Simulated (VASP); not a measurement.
# Sb (R-3m) in VASP: a series of runs

The runs below take Sb through single point, relaxation of cell and atoms, with PBEsol.

All numbers are computed with VASP 6.6.1; they aren't measurements. Logs are shortened: lines on timing, memory, paths and dates and some standing lists are left out, and cuts for length are marked.

## Step 1: The cell of the first run

The structure is trigonal, space group R-3m (No. 166). Conventional cell: a = 4.320 Å, b = 4.320 Å, c = 11.214 Å, α = 90.00°, β = 90.00°, γ = 120.00°. Within 3.8 Å of Sb (site symmetry 3m) lie 6 Sb at 2.91 to 3.35 Å.

## Step 2: Single point, PBEsol

Input file INCAR:

```
SYSTEM = Sb
ALGO     = Normal         ! electronic algorithm
EDIFF    = 1E-6           ! SCF threshold, eV
ENCUT    = 500            ! plane-wave cutoff, eV
GGA      = PS             ! functional
GGA_COMPAT= .False.      
ISIF     = 2              ! what is computed and relaxed
ISMEAR   = 0              ! smearing method
LASPH    = .True.         ! aspherical terms in the spheres
LCHARG   = .False.        ! write CHGCAR
LREAL    = .False.        ! projectors in reciprocal space
LWAVE    = .False.        ! write WAVECAR
NBANDS   = 12             ! bands
NELM     = 120            ! most SCF steps
PREC     = Accurate       ! precision mode
SIGMA    = 0.1            ! smearing width, eV
```

Input file KPOINTS:

```
k-points
0
Gamma
  6 6 6
  0 0 0
```

Input file POSCAR:

```
Sb
1.0
    2.1599998923      1.2470765193      3.7380156040
   -2.1599998923      1.2470765193      3.7380156040
    0.0000000000     -2.4941530385      3.7380156040
Sb
2
Direct
    0.2336181551      0.2336181551      0.2336181551
    0.7663818449      0.7663818449      0.7663818449
```

Potentials or basis: VASP PAW PBE potentials, release 64 (Sb).

Started as:

```sh
$ cat potpaw_PBE.64/Sb/POTCAR > POTCAR
$ mpirun -np 1 vasp_std > vasp.out
```

OUTCAR:

```text
SYSTEM = Sb
   EDIFF = 1E-6
   ENCUT = 500
   GGA = PS
   ISIF = 2
   ISMEAR = 0
   LASPH = .True.
   LREAL = .False.
   NELM = 120
   PREC = Accurate

 ion  position               nearest neighbor table
   1  0.234  0.234  0.234-   2 2.91   2 2.91   2 2.91   2 3.35   2 3.35   2 3.35
   2  0.766  0.766  0.766-   1 2.91   1 2.91   1 2.91   1 3.35   1 3.35   1 3.35

  LATTYP: Found a trigonal (rhomboedric) cell.
 ALAT       =     4.4937245171
 COS(alpha) =     0.5379121337

  Lattice vectors:

 A1 = (   2.1599998923,   1.2470765193,   3.7380156040)
 A2 = (  -2.1599998923,   1.2470765193,   3.7380156040)
 A3 = (   0.0000000000,  -2.4941530385,   3.7380156040)

Analysis of symmetry for initial positions (statically):
=====================================================================
 Subroutine PRICEL returns:
 Original cell was already a primitive cell.

 Routine SETGRP: Setting up the symmetry group for a
 trigonal (rhombohedral) supercell.

 Subroutine GETGRP returns: Found 12 space group operations
 (whereof 12 operations were pure point group operations)
 out of a pool of 12 trial point group operations.

The static configuration has the point symmetry D_3d.

Analysis of symmetry for dynamics (positions and initial velocities):
=====================================================================
 Subroutine PRICEL returns:
 Original cell was already a primitive cell.

 Routine SETGRP: Setting up the symmetry group for a
 trigonal (rhombohedral) supercell.

 Subroutine GETGRP returns: Found 12 space group operations
 (whereof 12 operations were pure point group operations)
 out of a pool of 12 trial point group operations.

The dynamic configuration has the point symmetry D_3d.

 Subroutine INISYM returns: Found 12 space group operations
 (whereof 12 operations are pure point group operations),
 and found     1 'primitive' translations

----------------------------------------------------------------------------------------

                                     Primitive cell

  volume of cell :      60.4142

  direct lattice vectors                    reciprocal lattice vectors
     2.159999892  1.247076519  3.738015604     0.231481493  0.133645902  0.089173874
    -2.159999892  1.247076519  3.738015604    -0.231481493  0.133645902  0.089173874
     0.000000000 -2.494153038  3.738015604     0.000000000 -0.267291805  0.089173874

  length of vectors
     4.493724517  4.493724517  4.493724517     0.281774535  0.281774535  0.281774535

  position of ions in fractional coordinates (direct lattice)
     0.233618155  0.233618155  0.233618155
     0.766381845  0.766381845  0.766381845

  ion indices of the primitive-cell ions
   primitive index   ion index
                 1           1
                 2           2

----------------------------------------------------------------------------------------

 KPOINTS: k-points

Automatic generation of k-mesh.
 Grid dimensions read from file:
 generate k-points for:    6    6    6

 Generating k-lattice:

  Cartesian coordinates                     Fractional coordinates (reciprocal lattice)
     0.038580249  0.022274317  0.014862312     0.166666667  0.000000000  0.000000000
    -0.038580249  0.022274317  0.014862312     0.000000000  0.166666667  0.000000000
     0.000000000 -0.044548634  0.014862312     0.000000000  0.000000000  0.166666667

  Length of vectors
     0.046962423  0.046962423  0.046962423

  Shift w.r.t. Gamma in fractional coordinates (k-lattice)
     0.000000000  0.000000000  0.000000000

 Subroutine IBZKPT returns following result:
 ===========================================

 Found     32 irreducible k-points:

 Following reciprocal coordinates:
            Coordinates               Weight
  0.000000  0.000000  0.000000      1.000000
  0.166667  0.000000 -0.000000      6.000000
  0.333333 -0.000000 -0.000000      6.000000
  0.500000  0.000000 -0.000000      3.000000
  0.166667  0.166667 -0.000000      6.000000
  0.333333  0.166667 -0.000000     12.000000
[... 16 lines left out ...]
  0.500000  0.500000  0.166667      6.000000
 -0.333333  0.500000  0.166667     12.000000
 [... further k-points ...]
   k-points           NKPTS =     32   k-points in BZ     NKDIM =     32   number of bands    NBANDS=     12
   number of dos      NEDOS =    301   number of ions     NIONS =      2
   total plane-waves  NPLWV =  46656
   dimension x,y,z NGX =    36 NGY =   36 NGZ =   36
   dimension x,y,z NGXF=    72 NGYF=   72 NGZF=   72
   ions per type =               2
   NGX,Y,Z   is equivalent  to a cutoff of  13.32, 13.32, 13.32 a.u.
   NGXF,Y,Z  is equivalent  to a cutoff of  26.64, 26.64, 26.64 a.u.
 SYSTEM =  Sb
   PREC   = accura    normal or accurate (medium, high low for compatibility)
   ISTART =      0    job   : 0-new  1-cont  2-samecut
   ICHARG =      2    charge: 1-file 2-atom 10-const
   ISPIN  =      1    spin polarized calculation?
   LNONCOLLINEAR =      F non collinear calculations
   LSORBIT =      F    spin-orbit coupling
   LASPH  =      T    aspherical Exc in radial PAW
   ENCUT  =  500.0 eV  36.75 Ry    6.06 a.u.   8.19  8.19  8.19*2*pi/ulx,y,z
   NELM   =    120;   NELMIN=  2; NELMDL= -5     # of ELM steps
   EDIFF  = 0.1E-05   stopping-criterion for ELM
   LREAL  =      F    real-space projection
   EDIFFG = 0.1E-04   stopping-criterion for IOM
   NSW    =      0    number of steps for IOM
   IBRION =     -1    ionic relax: 0-MD 1-quasi-New 2-CG
   NFREE  =      0    steps in history (QN), initial steepest desc. (CG)
   ISIF   =      2    stress and relaxation
   ISYM   =      2    0-nonsym 1-usesym 2-fastsym
   POTIM  = 0.5000    time-step for ionic-motion
   TEBEG  =    0.0;   TEEND  =   0.0 temperature during run
   PSTRESS=    0.0 pullay stress
   NELECT =      10.0000    total number of electrons
   NUPDOWN=      -1.0000    fix difference up-down
   EMIN   =  10.00;   EMAX   =-10.00  energy-range for DOS
   EFERMI =   0.00;   METHOD = LEGACY
   ISMEAR =     0;   SIGMA  =   0.10  broadening in eV -4-tet -1-fermi 0-gaus
   EFERMI_NEDOS =   21; number of points for ismear=-14 and -15
   IALGO  =     38    algorithm
   IMIX   =      4    mixing-type and parameters
     AMIX     =   0.40;   BMIX     =  1.00
     AMIX_MAG =   1.60;   BMIX_MAG =  1.00
  volume/ion in A,a.u.               =      30.21       203.85
  Fermi-wavevector in a.u.,A,eV,Ry     =   0.898866  1.698611 10.992972  0.807961
  Thomas-Fermi vector in A             =   2.021629
   LORBIT       =      0    0 simple, 1 ext, 2 COOP (PROOUT), +10 PAW based schemes
   GGA     = PS    functional components
   LHFCALC =     F    Hartree Fock is set to
   AEXX    =    0.0000 exact exchange contribution
   IVDW    =     0    specifies the selected vdW correction
   LEPSILON=     F    determine dielectric tensor
   LRPA    =     F    only Hartree local field effects (RPA)
 non-spin polarized calculation
 Gauss-broadening in eV      SIGMA  =   0.10
  energy-cutoff  :      500.00
  volume of cell :       60.41
 maximum number of plane-waves:      1556
 NGX is ok and might be reduce to    36
   NGX = 17   NGY = 17   NGZ = 17

 number of electron      10.0000000 magnetization

 Free energy of the ion-electron system (eV)
  ---------------------------------------------------
  ext. energy  EPLUGINS =         0.00000000
  ---------------------------------------------------
  free energy    TOTEN  =        -9.13125237 eV

  energy without entropy =       -9.12931881  energy(sigma->0) =       -9.13028559

 E-fermi :   7.1554     XC(G=0):  -9.6661

 val. band max:        6.8868386285   @ k =   0.5000   0.0000  -0.0000
 cond. band min:       7.1668782645   @ k =   0.3333   0.1667   0.1667
 fundamental gap:      0.2800396360
 Fermi energy:         7.1554481263

 k-point     1 :       0.0000    0.0000    0.0000
  band No.  band energies     occupation
      1      -5.5961      2.00000
      2       2.3287      2.00000
      3       5.1263      2.00000
      4       5.3186      2.00000
      5       5.3186      2.00000
      6       9.2101      0.00000
      7       9.8352      0.00000
      8       9.8352      0.00000
      9      12.1584      0.00000
     10      12.1584      0.00000
     11      12.3453      0.00000
     12      13.6013      0.00000

 k-point     2 :       0.1667    0.0000   -0.0000
  band No.  band energies     occupation
      1      -5.2908      2.00000
      2       1.1391      2.00000
      3       5.1551      2.00000
      4       5.2601      2.00000
      5       5.7792      2.00000
      6       8.9018      0.00000
      7       9.1237      0.00000
      8       9.1621      0.00000
      9      11.6038      0.00000
     10      12.1691      0.00000
     11      12.4437      0.00000
     12      15.3714      0.00000

 k-point     3 :       0.3333   -0.0000   -0.0000
  band No.  band energies     occupation
      1      -4.3930      2.00000
      2      -0.9154      2.00000
      3       5.2015      2.00000
      4       5.2358      2.00000
      5       6.3048      2.00000
      6       7.7943      0.00000
      7       7.9114      0.00000
      8       8.0718      0.00000
      9      12.7574      0.00000
     10      13.5307      0.00000
     11      14.0181      0.00000
     12      17.6782      0.00000

 k-point     4 :       0.5000    0.0000   -0.0000
  band No.  band energies     occupation
      1      -3.2367      2.00000
      2      -2.5210      2.00000
      3       5.2057      2.00000
      4       5.3629      2.00000
      5       6.8459      1.99999
      6       6.8868      1.99985
      7       7.3274      0.01501
      8       7.6034      0.00000
      9      14.7045      0.00000
     10      15.4352      0.00000
     11      16.1088      0.00000
     12      16.1400      0.00000

 k-point     5 :       0.1667    0.1667   -0.0000
  band No.  band energies     occupation
      1      -5.2093      2.00000
      2       1.1181      2.00000
      3       4.4450      2.00000
      4       4.6993      2.00000
      5       6.5854      2.00000
      6       7.8661      0.00000
      7       9.4548      0.00000
      8      10.3644      0.00000
      9      11.4052      0.00000
     10      12.9259      0.00000
     11      13.2199      0.00000
     12      14.4618      0.00000
[... 228 lines left out ...]
      1      -2.8952      2.00000
      2      -2.0587      2.00000
      3       2.7122      2.00000
      4       2.7760      2.00000
      5       6.3902      2.00000
      6       7.6265      0.00000
      7      11.1940      0.00000
      8      11.4155      0.00000
      9      12.5454      0.00000
     10      13.0108      0.00000
     11      16.8532      0.00000
     12      17.1018      0.00000

 k-point    22 :      -0.1667    0.3333    0.1667
  band No.  band energies     occupation
      1      -3.6746      2.00000
      2      -1.2227      2.00000
      3       2.8850      2.00000
      4       3.7078      2.00000
      5       5.4390      2.00000
      6       8.3589      0.00000
      7      10.3770      0.00000
      8      10.4586      0.00000
      9      12.1575      0.00000
     10      15.0219      0.00000
     11      15.3532      0.00000
     12      16.3706      0.00000

 k-point    23 :       0.5000    0.5000    0.1667
  band No.  band energies     occupation
      1      -3.5138      2.00000
      2      -0.9917      2.00000
      3       1.9818      2.00000
      4       3.7798      2.00000
      5       4.1794      2.00000
      6       9.3061      0.00000
      7      10.9022      0.00000
      8      11.8249      0.00000
      9      12.8371      0.00000
     10      15.9316      0.00000
     11      16.2937      0.00000
     12      16.8737      0.00000

 k-point    24 :      -0.3333    0.5000    0.1667
  band No.  band energies     occupation
      1      -2.9290      2.00000
      2      -1.5677      2.00000
      3       1.8016      2.00000
      4       2.6994      2.00000
      5       5.2980      2.00000
      6       9.0586      0.00000
      7      10.3732      0.00000
      8      12.7883      0.00000
      9      13.0658      0.00000
     10      14.1531      0.00000
     11      16.9383      0.00000
     12      17.7423      0.00000

 [... further k-points ...]
[... 5 lines left out ...]
  --------------------------------------------------------------------------------------
  -------------------------------------------------------------------------------------
  Total        0.0700207      0.0700207      0.0506782     -0.0000000      0.0000000     -0.0000000
  in kB        1.8569387      1.8569387      1.3439789     -0.0000000      0.0000000     -0.0000000
  external PRESSURE =       1.6859521 kB  Pullay stress =       0.0000000 kB

 VOLUME and BASIS-vectors are now :
 -----------------------------------------------------------------------------
  energy-cutoff  :      500.00
  volume of cell :       60.41
      direct lattice vectors                 reciprocal lattice vectors
     2.159999892  1.247076519  3.738015604     0.231481493  0.133645902  0.089173874
    -2.159999892  1.247076519  3.738015604    -0.231481493  0.133645902  0.089173874
     0.000000000 -2.494153038  3.738015604     0.000000000 -0.267291805  0.089173874

 POSITION                                       TOTAL-FORCE (eV/Angst)
 -----------------------------------------------------------------------------------
      0.00000      0.00000      2.61980         0.000000      0.000000      0.058672
      0.00000      0.00000      8.59424         0.000000     -0.000000     -0.058672
 -----------------------------------------------------------------------------------
    total drift:                               -0.000000     -0.000000     -0.000000

  FREE ENERGIE OF THE ION-ELECTRON SYSTEM (eV)
  ---------------------------------------------------
  free  energy   TOTEN  =        -9.1312523742 eV

  energy  without entropy=       -9.1293188097  energy(sigma->0) =       -9.13028559
```

It took 41 s on 1 thread of Intel Xeon 8259CL, shared host; peak memory 0.2 GiB.

Results:

```yaml
Free_energy: -9.1313 eV
Pressure: 0.2 GPa
Largest_force: 0.059 eV/Å
Band_gap_on_the_k_mesh: zero (bands 5 and 6 overlap by 0.28 eV)
```

Forces in eV/Å, atoms in the order of the input:
```
Sb   0.000  0.000  0.059
Sb   0.000  0.000 -0.059
```

Caveat: the PAW data sets were made with another functional, which shifts forces and pressure a little; spin-orbit coupling is left out, which moves the levels of the heavy elements.

## Step 3: Relaxation of cell and atoms, PBEsol

Input file INCAR:

```
PREC     = Accurate       # precision mode
ENCUT    = 500            # plane-wave cutoff, eV
EDIFF    = 1E-7           # SCF threshold, eV
ISMEAR   = 0              # smearing method
SIGMA    = 0.1            # smearing width, eV
LREAL    = F              # projectors in reciprocal space
LASPH    = T              # aspherical terms in the spheres
NELM     = 120            # most SCF steps
ALGO     = Normal         # electronic algorithm
ISIF     = 3              # what is computed and relaxed
LWAVE    = F              # write WAVECAR
LCHARG   = F              # write CHGCAR
GGA      = PS             # functional
IBRION   = 2              # ionic algorithm
NSW      = 80             # ionic steps
EDIFFG   = -0.03          # ionic threshold
GGA_COMPAT= F            
NELMIN   = 4
```

Input file KPOINTS:

```
regular mesh
0
Gamma
  6 6 6
```

Input file POSCAR:

```
Sb
1.0
    2.1542000000      1.2437280000      3.7580000000
   -2.1542000000      1.2437280000      3.7580000000
    0.0000000000     -2.4874560000      3.7580000000
Sb
2
Direct
    0.2334900000      0.2334900000      0.2334900000
    0.7665100000      0.7665100000      0.7665100000
```

Potentials or basis: VASP PAW PBE potentials, release 64 (Sb).

Started as:

```sh
$ cat potpaw_PBE.64/Sb/POTCAR > POTCAR
$ mpirun -np 1 vasp_std > vasp.out
```

Run time: 1.8 min. Hardware: 1 thread of Intel Xeon 8259CL, shared host; peak memory 0.2 GiB.

It converged, with:

```
Free energy                           : -9.1316 eV
Relaxed volume                        : 30.22 Å³/atom
Relaxed cell                          : a = 4.491 Å, b = 4.491 Å, c = 4.491 Å, α = 57.55°, β = 57.55°, γ = 57.55°
Space group after relaxing (to 0.1 Å) : R-3m (No. 166)
Energy gained by relaxing             : 0.5 meV/atom
Ionic steps                           : 5
Pressure after relaxing               : 0.0 GPa
Largest force after relaxing          : 0.008 eV/Å
Band gap on the k mesh                : zero (bands 5 and 6 overlap by 0.27 eV)
```

Forces in eV/Å, atoms in the order of the input:
```
Sb   0.000  0.000  0.008
Sb   0.000  0.000 -0.008
```

The path:
```tsv
step	energy change (eV)	largest force (eV/Å)	pressure (GPa)	volume (Å³)
1	0.0000	0.0670	0.27	60.41
2	-0.0004	0.0024	-0.26	60.85
3	-0.0005	0.0183	-0.10	60.72
4	-0.0007	0.0148	-0.07	60.63
5	-0.0010	0.0082	-0.01	60.43
```

Final structure:
```cif
data_structure
_symmetry_space_group_name_H-M 'P 1'
_symmetry_Int_Tables_number 1
_cell_length_a 4.4907
_cell_length_b 4.4907
_cell_length_c 4.4907
_cell_angle_alpha 57.552
_cell_angle_beta 57.552
_cell_angle_gamma 57.552
_cell_volume 60.43
loop_
_atom_site_label
_atom_site_type_symbol
_atom_site_fract_x
_atom_site_fract_y
_atom_site_fract_z
_atom_site_occupancy
Sb1 Sb 0.23407 0.23407 0.23407 1
Sb2 Sb 0.76593 0.76593 0.76593 1
```

Levels at points of the mesh, in eV from the Fermi level:
| k point | band 2 | band 3 | band 4 | band 5 | band 6 | band 7 | band 8 | band 9 |
| --- | --- | --- | --- | --- | --- | --- | --- | --- |
| (0.00, 0.00, 0.00) | -4.82 | -2.02 | -1.83 | -1.83 | 2.10 | 2.70 | 2.70 | 4.99 |
| (0.50, 0.00, 0.00) | -9.67 | -1.91 | -1.76 | -0.31 | -0.26 | 0.17 | 0.42 | 7.58 |
| (0.50, 0.50, 0.00) | -8.00 | -5.49 | -3.76 | -3.70 | 1.48 | 4.94 | 5.45 | 6.94 |
| (0.50, 0.50, 0.50) | -9.03 | -1.33 | -1.33 | -0.56 | 0.05 | 0.05 | 1.01 | 7.00 |

Caveat: the PAW data sets were made with another functional, which shifts forces and pressure a little; spin-orbit coupling is left out, which moves the levels of the heavy elements.
